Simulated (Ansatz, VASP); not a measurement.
# SrAgO3 in VASP and in Ansatz

INCAR

```
  ALGO = Normal
  EDIFF = 1E-6
  ENCUT = 520
  ISIF = 2
  ISMEAR = -1
  LASPH = T
  LCHARG = T
  LELF = T
  LREAL = F
  LVHAR = T
  LWAVE = F
  NBANDS = 28
  NELM = 60
  PREC = Accurate
  SIGMA = 0.15
```

The input KPOINTS:

```
k-points
0
Gamma
  6 6 6
```

POSCAR

```
SrAgO3
1.0
    4.1102480000      0.0000000000      0.0000000000
    0.0000000000      4.1102480000      0.0000000000
    0.0000000000      0.0000000000      4.1102480000
Sr Ag O
1 1 3
Direct
    0.0000000000      0.0000000000      0.0000000000
    0.5000000000      0.5000000000      0.5000000000
    0.5000000000      0.5000000000      0.0000000000
    0.5000000000      0.0000000000      0.5000000000
    0.0000000000      0.5000000000      0.5000000000
```

Input for Ansatz:

```yaml
crystal:
  lattice:
    - [4.110248, 0.0, 0.0]
    - [0.0, 4.110248, 0.0]
    - [0.0, 0.0, 4.110248]
  atoms:
    - { symbol: Sr, position: [0.0, 0.0, 0.0] }
    - { symbol: Ag, position: [0.5, 0.5, 0.5] }
    - { symbol: O, position: [0.5, 0.5, 0.0] }
    - { symbol: O, position: [0.5, 0.0, 0.5] }
    - { symbol: O, position: [0.0, 0.5, 0.5] }
basis:
  ecutwfc: 500.0
kpoints:
  mp_grid:
    grid: [6, 6, 6]
hamiltonian:
  xc: lda
  pseudopotentials:
    kind: paw
scf:
  convergence:
    dr2_threshold: 1.0e-09
  occupations:
    method: fermi_dirac
    width: 0.15
output:
  stress: true
```

Alike in both runs: task single point; functional LDA; k mesh 6 × 6 × 6; occupations fermi-dirac, width 0.15 eV; no spin polarisation.

|  | VASP | Ansatz |
| --- | --- | --- |
| version | VASP 6.6.1 | Ansatz 0.2.0 |
| potentials or method | VASP PAW LDA potentials, release 64 (Sr_sv, Ag, O), cutoff 520 eV | plane waves, PAW |
| valence electrons in the cell | 39 | 47 |

Ansatz gave:

* pressure (GPa): -11.4

Task: Which values does VASP return?

Result: Pressure (GPa): -11.0.

LDA's correlation is that of Perdew and Zunger in VASP and of Perdew and Wang (1992) in Ansatz. VASP's potentials hold 39 valence electrons a cell and Ansatz's 47, so a difference there can come from the potentials and not from the codes. Ansatz's warnings: stress scf threshold loose.
